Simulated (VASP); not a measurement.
Cu, 2 atoms in the cell. Symmetry: Cmcm, No. 63, orthorhombic system. The conventional cell has a = 2.430 Å, b = 7.920 Å, c = 2.560 Å, α = 90.00°, β = 90.00°, γ = 90.00°. Cu (site symmetry m2m) has 10 Cu at 2.43 to 2.56 Å within 3.2 Å.  This cell differs from its parent crystal: strain +0.0375 x Voigt [0, 0, 1, 0, 0, 0].

- Program: VASP 6.6.1
- Task: single point
- Functional: PBEsol
- Potentials or basis: VASP PAW PBE potentials, release 64 (Cu)
- Cutoff: 520 eV
- k mesh: 26 × 26 × 24
- Occupations: gaussian, width 0.15 eV
- Spin: no spin polarisation
- Dipole correction: no
- Further INCAR settings: ALGO = Fast; EDIFF = 1e-06; NBANDS = 18

Potentials or basis: VASP PAW PBE potentials, release 64 (Cu).

Command:

```bash
$ cat potpaw_PBE.64/Cu/POTCAR > POTCAR
$ mpirun -np 1 vasp_std > vasp.out
```

Hardware: 1 thread of Intel Xeon 8259CL (shared host).

**Question.** Estimate the wall time of this run.

**Answer.** Run time: 31 min on 1 thread of Intel Xeon 8259CL, with other jobs on the host, peak memory 0.89 GiB. Counts: scf iterations 16, k points 2379.
